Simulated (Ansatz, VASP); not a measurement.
# One calculation of HfN, two programs

Contents of INCAR:

```
  ALGO = Normal
  EDIFF = 1E-6
  ENCUT = 520
  GGA = PS
  GGA_COMPAT = F
  ISIF = 2
  ISMEAR = 0
  LASPH = T
  LCHARG = F
  LMAXMIX = 4
  LORBIT = 11
  LORBMOM = T
  LREAL = F
  LSORBIT = T
  LWAVE = F
  MAGMOM = 0 0 0 0 0 0
  NBANDS = 27
  NELM = 150
  PREC = Accurate
  SIGMA = 0.05
```

Contents of KPOINTS:

```
k-points
0
Gamma
  8 8 8
```

POSCAR

```
HfN
1.0
    0.0000000000      2.2284718092      2.2284718092
    2.2284718092      0.0000000000      2.2284718092
    2.2284718092      2.2284718092      0.0000000000
Hf N
1 1
Direct
    0.5000000000      0.5000000000      0.5000000000
    0.0000000000      0.0000000000      0.0000000000
```

Input for Ansatz:

```yaml
crystal:
  lattice:
    - [0.0, 2.2284718092, 2.2284718092]
    - [2.2284718092, 0.0, 2.2284718092]
    - [2.2284718092, 2.2284718092, 0.0]
  atoms:
    - { symbol: Hf, position: [0.5, 0.5, 0.5] }
    - { symbol: "N", position: [0.0, 0.0, 0.0] }
basis:
  ecutwfc: 420
  ecutrho_ratio: 4
kpoints:
  mp_grid: { grid: [8, 8, 8] }
hamiltonian:
  xc: pbesol
scf:
  occupations: { method: gaussian, width: 0.05 }
output:
  forces: true
  stress: true
  eigenvalues: true
  populations: true
  topological_invariants: true
magnetization:
  noncollinear: true
  spin_orbit: true
```

Alike in both runs: task single point; functional PBEsol; k mesh 8 × 8 × 8; occupations gaussian, width 0.05 eV; non-collinear spin, spin-orbit coupling.

|  | VASP | Ansatz |
| --- | --- | --- |
| version | VASP 6.6.1 | Ansatz 0.2.0 |
| potentials or method | VASP PAW PBE potentials, release 64 (Hf_pv, N), cutoff 520 eV | plane waves, PAW |
| valence electrons in the cell | 15 | 31 |

```tsv
	VASP	Ansatz	Ansatz less VASP
pressure (GPa)	7.3	8.9	+1.58
net moment per atom (μB)	0.00	0.00	0.000
```

VASP's potentials were made for PBE, not for PBEsol. With one functional, cell and mesh, what is left measures potentials, basis and numerics. VASP's potentials hold 15 valence electrons a cell and Ansatz's 31, so a difference there can come from the potentials and not from the codes.
